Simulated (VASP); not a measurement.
SiC:

```
Si C
1.0
     1.79965   -2.16048    0.00000
     1.79965    2.16048    0.00000
     0.00000    0.00000    3.65328
Si C
1 1
Direct
  0.50000 0.50000 0.00000
  0.00000 0.00000 0.50000
```

The cell was generated, and may not be a known phase.

- Program: VASP 6.6.1
- Task: relaxation of cell and atoms
- Functional: PBE
- Potentials or basis: VASP PAW PBE potentials, release 64 (Si, C)
- Cutoff: 600 eV
- k mesh: 6 × 6 × 6
- Occupations: gaussian, width 0.1 eV
- Spin: no spin polarisation

At the start: pressure -23.6 GPa; volume 14.20 Å³/atom.

Question: Where does the relaxation end?

Answer: Over 20 steps the energy falls by 1417.8 meV/atom and the volume is 11.61 Å³/atom (-18.3 %); space group Cmmm (No. 65, to 0.1 Å) before and after.

The path:
```
step  energy change (eV)  largest force (eV/Å)  pressure (GPa)  volume (Å³)
   1              0.0000                0.0000          -23.58        28.41
   2             -1.3871                0.0000          -14.02        20.58
   3             -1.6972                0.0000           11.94        17.25
   4             -1.6953                0.0000           75.87        15.09
   5             -2.0337                0.0000           33.47        16.12
   6             -2.5834                0.0000           19.75        18.04
   7             -2.6073                0.0000           17.69        18.47
   8             -2.6181                0.0000           16.11        19.29
   9             -2.7828                0.0000           -5.97        22.23
  10             -2.7884                0.0000           -2.87        21.73
  11             -2.8089                0.0000            1.76        21.70
  12             -2.8091                0.0000            2.20        21.70
  13             -2.8202                0.0000            2.40        22.05
  14             -2.8280                0.0000            3.79        23.00
  15             -2.8305                0.0000            3.17        22.57
  16             -2.8311                0.0000            3.36        22.70
  17             -2.8318                0.0000           -2.70        23.66
  18             -2.8355                0.0000            0.10        23.20
  19             -2.8356                0.0000           -0.08        23.22
  20             -2.8356                0.0000           -0.01        23.21
```

Final structure:
```
Si C
1.0
     1.36713   -3.11593    0.00000
     1.36713    3.11593    0.00000
     0.00000    0.00000    2.72471
Si C
1 1
Direct
  0.50000 0.50000 0.00000
  0.00000 0.00000 0.50000
```

Caveat: the k points lie up to 0.42 Å⁻¹ apart in the final cell, too coarse for converged energies and pressures of a metal; the volume moved by over 15 % at a fixed basis, so the end points are rough.
